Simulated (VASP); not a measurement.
Input of a VASP 6.6.1 run:

File POSCAR:

```
MgO
1.0
   -0.0346156901      2.0675517267      2.0675517267
    2.0675517267     -0.0346156901      2.0675517267
    2.0675517267      2.0675517267     -0.0346156901
Mg O
1 1
Direct
    0.0000000000      0.0000000000      0.0000000000
    0.5000000000      0.5000000000      0.5000000000
```

File INCAR.step1:

```
PREC = Accurate
ENCUT = 520
ISMEAR = 0
SIGMA = 0.01
LREAL = F
LASPH = T
NELM = 80
NBANDS = 11
GGA = PE
ALGO = Normal
EDIFF = 1E-4
LWAVE = T
LCHARG = F
```

The input INCAR.step2:

```
PREC = Accurate
ENCUT = 520
EDIFF = 1E-6
ISMEAR = 0
SIGMA = 0.01
LREAL = F
LASPH = T
NELM = 80
ALGO = Normal
ISIF = 2
LWAVE = F
LCHARG = F
METAGGA = R2SCAN
LMIXTAU = T
NBANDS = 11
ISTART = 1
```

The input KPOINTS:

```
Automatic mesh
0
Gamma
  10 10 10
```

Potentials or basis: VASP PAW PBE potentials, release 64 (Mg, O).

Launch:

```bash
$ cat potpaw_PBE.64/Mg/POTCAR potpaw_PBE.64/O/POTCAR > POTCAR
$ cp INCAR.step1 INCAR
$ mpirun -np 1 vasp_std > vasp.out
$ cp INCAR.step2 INCAR
$ mpirun -np 1 vasp_std > vasp.out
```

Question: What does it give for the pressure?

Answer: 3.2 GPa.

Question: Estimate the band gap on the k mesh.

Answer: 5.78 eV, direct.

Stress tensor (GPa, compression positive):
```
3.24 2.60 2.60
2.60 3.24 2.60
2.60 2.60 3.24
```

Caveat: the cell differs from its parent crystal (strain along [111] -2.5%); the PAW data sets were made with another functional, which shifts forces and pressure a little.
